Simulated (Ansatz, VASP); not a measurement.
Two plane-wave programs on HPt6

INCAR

```
  PREC = Accurate
  ENCUT = 520
  EDIFF = 1E-7
  ISMEAR = 0
  SIGMA = 0.1
  LREAL = False
  LASPH = True
  NELM = 100
  ALGO = Normal
  ISIF = 2
  LWAVE = False
  LCHARG = False
  LDIPOL = True
  IDIPOL = 3
  DIPOL = 0.5 0.5 0.302
  GGA = PE
  NBANDS = 74
```

File KPOINTS:

```
Automatic mesh
0
Gamma
  6 6 1
```

File POSCAR:

```
HPt6
1.0
    5.6145835605      0.0000000000      0.0000000000
   -2.8072917802      4.8623719950      0.0000000000
    0.0000000000      0.0000000000     22.6197373747
Pt H
12 2
Direct
    0.3333333333      0.1666666667      0.1768367127
    0.3333333333      0.6666666667      0.1768367127
    0.8333333333      0.1666666667      0.1768367127
    0.8333333333      0.6666666667      0.1768367127
    0.1666666667      0.3333333333      0.2789580515
    0.1666666667      0.8333333333      0.2789580515
    0.6666666667      0.3333333333      0.2789580515
    0.6666666667      0.8333333333      0.2789580515
    0.0000000000      0.0000000000      0.3810715055
    0.0000000000      0.5000000000      0.3810715055
    0.5000000000      0.0000000000      0.3810715055
    0.5000000000      0.5000000000      0.3810715055
    0.1731342233      0.3462684466      0.4434064467
    0.3268657767      0.6537315534      0.4434064467
```

Input for Ansatz:

```yaml
crystal:
  lattice:
    - [5.6145835605, 0.0, 0.0]
    - [-2.8072917802, 4.862371995, 0.0]
    - [0.0, 0.0, 22.6197373747]
  atoms:
    - { symbol: Pt, position: [0.3333333333, 0.1666666667, 0.1768367127] }
    - { symbol: Pt, position: [0.3333333333, 0.6666666667, 0.1768367127] }
    - { symbol: Pt, position: [0.8333333333, 0.1666666667, 0.1768367127] }
    - { symbol: Pt, position: [0.8333333333, 0.6666666667, 0.1768367127] }
    - { symbol: Pt, position: [0.1666666667, 0.3333333333, 0.2789580515] }
    - { symbol: Pt, position: [0.1666666667, 0.8333333333, 0.2789580515] }
    - { symbol: Pt, position: [0.6666666667, 0.3333333333, 0.2789580515] }
    - { symbol: Pt, position: [0.6666666667, 0.8333333333, 0.2789580515] }
    - { symbol: Pt, position: [0.0, 0.0, 0.3810715055] }
    - { symbol: Pt, position: [0.0, 0.5, 0.3810715055] }
    - { symbol: Pt, position: [0.5, 0.0, 0.3810715055] }
    - { symbol: Pt, position: [0.5, 0.5, 0.3810715055] }
    - { symbol: H, position: [0.1731342233, 0.3462684466, 0.4434064467] }
    - { symbol: H, position: [0.3268657767, 0.6537315534, 0.4434064467] }
basis:
  ecutwfc: 420
kpoints:
  mp_grid: { grid: [6, 6, 1] }
hamiltonian:
  xc: pbe
scf:
  occupations: { method: gaussian, width: 0.1 }
output:
  forces: true
  eigenvalues: true
efield:
  axis: 3
  dipole_correction: true
  ramp_width: 0.04
```

Alike in both runs: task single point; functional PBE; k mesh 6 × 6 × 1; occupations gaussian, width 0.1 eV; no spin polarisation.

|  | VASP | Ansatz |
| --- | --- | --- |
| version | VASP 6.6.1 | Ansatz 0.2.0 |
| potentials or method | VASP PAW PBE potentials, release 64 (Pt, H), cutoff 520 eV | scalar-relativistic, plane waves, PAW |
| valence electrons in the cell | 122 | 218 |

Ansatz gave:

| Quantity | Value |
| --- | --- |
| gap on the k mesh at the Fermi level (eV) | none |
| rms of the force components (eV/Å) | 0.428 |

**Question.** Estimate VASP's values.

**Answer.** gap on the k mesh at the Fermi level (eV): none; rms of the force components (eV/Å): 0.424.

Atom by atom the forces differ by 0.009 eV/Å (rms over components). A gap of «none» marks a metal or a gap that the smearing closes. The functional is the same, so the differences come from potentials, cutoffs and numerics. VASP's potentials hold 122 valence electrons a cell and Ansatz's 218, so a difference there can come from the potentials and not from the codes.

Spin-orbit coupling is off throughout.
